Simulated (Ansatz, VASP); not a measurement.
**One calculation of La, two programs**

Contents of INCAR:

```
SYSTEM = La
ALGO = Normal
EDIFF = 1E-7
ENCUT = 520
ISIF = 2
ISMEAR = -1
LASPH = .True.
LCHARG = .True.
LELF = .True.
LREAL = .False.
LVHAR = .True.
LWAVE = .False.
NBANDS = 18
NELM = 60
PREC = Accurate
SIGMA = 0.08
```

File KPOINTS:

```
k-points
0
Gamma
  12 12 7
  0 0 0
```

POSCAR

```
La
1.0
    3.1424276068      0.0000000000      0.0000000000
   -1.5712138034      2.7214221371      0.0000000000
    0.0000000000      0.0000000000      5.3503136085
La
2
Direct
    0.3333333333      0.6666666667      0.2500000000
    0.6666666667      0.3333333333      0.7500000000
```

Input for Ansatz:

```yaml
crystal:
  lattice:
    - [3.1424276068, 0.0, 0.0]
    - [-1.5712138034, 2.7214221371, 0.0]
    - [0.0, 0.0, 5.3503136085]
  atoms:
    - { symbol: La, position: [0.3333333333, 0.6666666667, 0.25] }
    - { symbol: La, position: [0.6666666667, 0.3333333333, 0.75] }
kpoints:
  mp_grid: { grid: [12, 12, 7] }
scf:
  occupations: { method: fermi_dirac, width: 0.08 }
hamiltonian:
  xc: lda
  pseudopotentials: { kind: paw, core: large }
output:
  forces: true
  stress: true
  eigenvalues: true
  write_density: true
  write_potential: true
  elf: true
  volumetric_format: npy
```

Change from the starting cell: volume scaled by 0.7, PAW files, core large.

Alike in both runs: task single point; functional LDA; k mesh 12 × 12 × 7; occupations fermi-dirac, width 0.08 eV; no spin polarisation.

|  | VASP | Ansatz |
| --- | --- | --- |
| version | VASP 6.6.1 | Ansatz 0.2.0 |
| potentials or method | VASP PAW LDA potentials, release 64 (La) | PAW with other files of Ansatz's library (core large), scalar-relativistic |
| plane-wave cutoff (eV) | 520 | 420 |
| valence electrons in the cell | 22 | 22 |

```csv
,VASP,Ansatz,Ansatz less VASP
pressure (GPa),16.6,16.9,+0.25
```

LDA's correlation is that of Perdew and Zunger in VASP and of Perdew and Wang (1992) in Ansatz. Ansatz's warnings: datasets by core.

Spin-orbit coupling is off throughout.
